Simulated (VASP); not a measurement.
Fe:

```xyz
1
Lattice="-1.4141 1.4141 1.4430 1.4141 -1.4141 1.4430 1.4141 1.4141 -1.4430" Properties=species:S:1:pos:R:3 pbc="T T T"
Fe    0.0000    0.0000    0.0000
```

Base run:

```yaml
Program: VASP 6.6.1
Functional: PBEsol
Potentials_or_basis: VASP PAW PBE potentials, release 64 (Fe)
Cutoff: 520 eV
k_mesh: 11 × 11 × 11
Occupations: fermi-dirac, width 0.05 eV
Spin: collinear spin, ferromagnetic start
Starting_moments: "[3.0] μB"
```

Its results: pressure -11.5 GPa; net moment 2.24 μB per cell; site moments Fe +2.23 μB.

Q: The run is repeated on the same cell with these changes: functional from PBEsol to PBE; further incar settings from ALGO = Normal; EDIFF = 1e-06; NBANDS = 14 to ALGO = Fast; EDIFF = 1e-07; NBANDS = 14. What comes out?

A: Pressure -2.5 GPa; net moment 2.24 μB per cell; site moments Fe +2.24 μB.

Caveats: the PAW data sets were made with another functional, which shifts forces and pressure a little (some runs).
